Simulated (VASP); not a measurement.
Write the native input for VASP 6.6.1 that does the following.

- Task: single point
- Functional: PBE
- Potentials or basis: VASP PAW PBE potentials, release 64 (Ca_sv, Ge_d, Pd)
- Cutoff: 520 eV
- k mesh: 6 × 6 × 1
- Occupations: gaussian, width 0.1 eV
- Spin: no spin polarisation
- Dipole correction: no
- Further INCAR settings: ALGO = Normal; EDIFF = 1e-07; NBANDS = 84

The structure of Ca2Ge3Pd lies in POSCAR:

```
Ca2Ge3Pd
1.0
    3.7339767836      0.0000000000      0.0000000000
   -1.8669883918      3.2337187517      0.0000000000
    0.0000000000      0.0000000000     21.5281397619
Ca Ge Pd
4 6 2
Direct
    0.3333333333      0.6666666667      0.9280000000
    0.6666666667      0.3333333333      0.4280000000
    0.6666666667      0.3333333333      0.0720000000
    0.3333333333      0.6666666667      0.5720000000
    0.0000000000      0.0000000000      0.5000000000
    0.0000000000      0.0000000000      0.0000000000
    0.3333333333      0.6666666667      0.3650000000
    0.6666666667      0.3333333333      0.8650000000
    0.6666666667      0.3333333333      0.6350000000
    0.3333333333      0.6666666667      0.1350000000
    0.0000000000      0.0000000000      0.2500000000
    0.0000000000      0.0000000000      0.7500000000
```

These files were run (other wordings do the same):

INCAR

```
  ALGO = Normal
  EDIFF = 1E-7
  ENCUT = 520
  GGA = PE
  ISIF = 2
  ISMEAR = 0
  LASPH = T
  LCHARG = T
  LELF = T
  LREAL = F
  LVHAR = T
  LWAVE = F
  NBANDS = 84
  NELM = 100
  PREC = Accurate
  SIGMA = 0.1
```

KPOINTS

```
k-points
0
Gamma
  6 6 1
```

Potentials or basis: VASP PAW PBE potentials, release 64 (Ca_sv, Ge_d, Pd).

Launch:

```console
$ cat potpaw_PBE.64/Ca_sv/POTCAR potpaw_PBE.64/Ge_d/POTCAR potpaw_PBE.64/Pd/POTCAR > POTCAR
$ mpirun -np 1 vasp_std > vasp.out
```

It gave:

```json
{"Pressure": "13.8 GPa", "Largest force": "4.737 eV/Å", "Band gap on the k mesh": "zero (bands 72 and 73 overlap by 1.18 eV)"}
```

Caveat: the stress differs along the axes, from 8 to 17 GPa; forces of over 1 eV/Å act on the atoms, so gaps and moduli don't describe the material at rest.

It took 3 min on 1 thread of AMD EPYC 9R45 96-Core Processor (Zen 5), on a shared host, peak memory 0.38 GiB.
